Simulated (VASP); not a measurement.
A run of VASP 6.6.1 is set up as follows.

File INCAR:

```
SYSTEM = B13N12
PREC = Accurate ; ENCUT = 520
EDIFF = 1E-6 ; ISMEAR = 0
SIGMA = 0.02 ; LREAL = Auto
LASPH = .True. ; NELM = 150
ALGO = Normal ; ISIF = 2
LWAVE = .False. ; LCHARG = .True.
ISPIN = 2 ; MAGMOM = 0 0 0 0 0 0 0 0 0 0 0 0 0.16 0 0 0 0 0 0 0 0 0 0 0 0
LORBIT = 11 ; GGA = PE
IVDW = 12 ; LELF = .True.
LVHAR = .True. ; NBANDS = 72
```

Contents of KPOINTS:

```
Automatic mesh
0
Gamma
  2 2 2
  0.5 0.5 0.5
```

The input POSCAR:

```
B13N12
1.0
   -3.7615274048      3.3394821732      4.3376638236
    3.7615274048      3.3394821732     -4.3376638236
   -3.7615274048     -3.3394821732     -4.3376638236
B N
13 12
Direct
    0.4963912808      0.2418027656      0.7514940126
    0.3495590693      1.0118403400      0.3317727122
    0.6243869355      0.9505155355      0.6610901367
    0.5116733303      0.7630833803      0.2512372479
    0.8231095222      0.2393199658      0.0788689150
    0.3501064887      0.5113291139      0.8437448359
    0.8540810213      0.7694142710      0.5834732710
    0.1550068907      0.2291236101      0.4058856701
    0.6628452688      0.4956984120      0.1664716085
    1.0159699416      1.0129397216      0.9948864761
    0.9794777915      0.4879364106      0.4932766468
    0.1730522564      0.7551654561      0.9183239630
    0.4025348372      0.6672041977      0.6557131685
    0.5233910963      0.9406471367      0.4132363967
    0.3270958262      0.6615571615      0.0034864770
    0.6740841616      0.6729863438      0.3333211202
    0.4979714578      0.4094080150      0.9182916436
    0.8691937415      0.9463996329      0.7490911997
    0.3308226254      0.1618657085      0.4986551273
    0.8235682178      0.4064111002      0.2475755111
    0.1851720105      0.9336449597      0.0822712363
    0.6570751892      0.1567847151      0.8337543060
    1.0045472477      0.6685018691      0.6657186908
    0.9934465326      0.1576216100      0.1624283389
    0.1580545374      0.4070007577      0.5777294157
```

Potentials or basis: VASP PAW PBE potentials, release 64 (B, N).

Launch:

```console
$ cat potpaw_PBE.64/B/POTCAR potpaw_PBE.64/N/POTCAR > POTCAR
$ mpirun -np 1 vasp_std > vasp.out
```

Task: Estimate the band gap on the k mesh.

Result: 0.80 eV.

Task: Predict the largest force.

Result: 0.184 eV/Å.

Task: Predict the pressure.

Result: 4.4 GPa.

Forces in eV/Å, atoms in the order of the input:
```
B    0.007  0.034  0.004
B    0.004 -0.012  0.007
B    0.009  0.015 -0.021
B    0.000 -0.032  0.003
B    0.001  0.042  0.005
B   -0.009  0.031  0.003
B    0.005 -0.021  0.015
B    0.003 -0.025  0.009
B    0.002 -0.007  0.009
B    0.003 -0.025  0.006
B    0.007  0.019  0.015
B    0.003 -0.035  0.008
B   -0.079  0.057 -0.157
N    0.008 -0.024  0.006
N    0.003 -0.035  0.000
N    0.004 -0.033  0.006
N    0.002  0.008  0.006
N    0.000 -0.050  0.014
N    0.005  0.008  0.002
N    0.000  0.020  0.006
N    0.005 -0.042  0.007
N    0.003  0.080 -0.003
N    0.000 -0.007  0.012
N    0.003 -0.001  0.005
N    0.010  0.032  0.032
```

Caveat: the k points lie up to 0.59 Å⁻¹ apart; semilocal functionals underestimate gaps, and a narrow one can read as zero.
